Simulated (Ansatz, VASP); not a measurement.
# Two plane-wave programs on SnTe

File INCAR:

```
PREC = Accurate
ENCUT = 500
EDIFF = 1E-6
ISMEAR = 0
SIGMA = 0.03
LREAL = F
LASPH = T
NELM = 120
ALGO = Normal
ISIF = 2
LWAVE = F
LCHARG = F
GGA = PS
NBANDS = 17
GGA_COMPAT = F
```

KPOINTS

```
regular mesh
0
Gamma
  10 10 10
```

POSCAR

```
SnTe
1.0
    0.0000000000      3.1249350000      3.1565000000
    3.1249350000      0.0000000000      3.1565000000
    3.1249350000      3.1249350000      0.0000000000
Sn Te
1 1
Direct
    0.0000000000      0.0000000000      0.0000000000
    0.5000000000      0.5000000000      0.5000000000
```

Input for Ansatz:

```yaml
crystal:
  lattice:
    - [0.0, 3.124935, 3.1565]
    - [3.124935, 0.0, 3.1565]
    - [3.124935, 3.124935, 0.0]
  atoms:
    - { symbol: Sn, position: [0.0, 0.0, 0.0] }
    - { symbol: Te, position: [0.5, 0.5, 0.5] }
basis:
  ecutwfc: 420
kpoints:
  mp_grid: { grid: [10, 10, 10] }
hamiltonian:
  xc: pbesol
scf:
  occupations: { method: gaussian, width: 0.03 }
output:
  forces: true
  stress: true
  eigenvalues: true
```

Change from the starting cell: strain -0.0100 x Voigt [1, 1, 0, 0, 0, 0], atoms carried along.

Alike in both runs: task single point; functional PBEsol; k mesh 10 × 10 × 10; occupations gaussian, width 0.03 eV; no spin polarisation.

```csv
,VASP,Ansatz
version,VASP 6.6.1,Ansatz 0.2.0
potentials or method,"VASP PAW PBE potentials, release 64 (Sn_d, Te), cutoff 500 eV","scalar-relativistic, plane waves, PAW"
valence electrons in the cell,20,30
```

```tsv
	VASP	Ansatz	Ansatz less VASP
gap on the k mesh at the Fermi level (eV)	0.19	0.19	-0.001
least direct gap on the mesh (eV)	0.19	0.19	-0.001
pressure (GPa)	0.4	0.4	+0.01
traceless stress, the component that is largest in VASP (GPa)	-0.91	-0.90	+0.003
```

VASP's potentials were made for PBE, not for PBEsol. VASP's potentials hold 20 valence electrons a cell and Ansatz's 30, so a difference there can come from the potentials and not from the codes.

Neither program's run includes spin-orbit coupling.
